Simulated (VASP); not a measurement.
Write the native input for VASP 6.6.1 that does the following.

```yaml
Task: electric field gradients
Functional: LDA
Potentials_or_basis: VASP PAW LDA potentials, release 64 (Sn_d)
Cutoff: 520 eV
k_mesh: 13 × 13 × 13
Occupations: fermi-dirac, width 0.08 eV
Spin: no spin polarisation
Dipole_correction: no
Further_INCAR_settings: ALGO = Normal; EDIFF = 1e-08; NBANDS = 13
```

The structure of Sn lies in POSCAR:

```
Sn
1.0
   -1.6569893071      1.9150981989      2.0652062125
    1.6569893071     -1.9150981989      2.0652062125
    1.6569893071      1.9150981989     -2.0652062125
Sn
1
Direct
    0.0000000000      0.0000000000      0.0000000000
```

One way to write it, as run:

INCAR

```
SYSTEM = Sn
PREC     = Accurate       ! precision mode
ENCUT    = 520            ! plane-wave cutoff, eV
EDIFF    = 1E-8           ! SCF threshold, eV
ISMEAR   = -1             ! smearing method
SIGMA    = 0.08           ! smearing width, eV
LREAL    = .False.        ! projectors in reciprocal space
LASPH    = .True.         ! aspherical terms in the spheres
NELM     = 60             ! most SCF steps
ALGO     = Normal         ! electronic algorithm
ISIF     = 2              ! what is computed and relaxed
LWAVE    = .False.        ! write WAVECAR
LCHARG   = .False.        ! write CHGCAR
GGA      = CA             ! functional
LEFG     = .True.       
NBANDS   = 13             ! bands
```

KPOINTS

```
Automatic mesh
0
Gamma
  13 13 13
  0 0 0
```

Potentials or basis: VASP PAW LDA potentials, release 64 (Sn_d).

Run with:

```bash
$ cat potpaw_LDA.64/Sn_d/POTCAR > POTCAR
$ mpirun -np 1 vasp_std > vasp.out
```

It gave:

| Property | Result |
| --- | --- |
| Pressure | -1.0 GPa |
| Band gap on the k mesh | zero (bands 7 and 8 overlap by 9.35 eV) |
| Largest electric field gradient by atom | Sn +13.8 V/Å² |

Caveat: without QUAD_EFG the Cq values of the log hold for a quadrupole moment of 1 mb, not for the nuclei; spin-orbit coupling is left out, which moves the levels of the heavy elements.

Wall time 22 s on 1 thread of Intel(R) Xeon(R) 6975P-C (Granite Rapids) (shared host), peak memory 0.21 GiB.
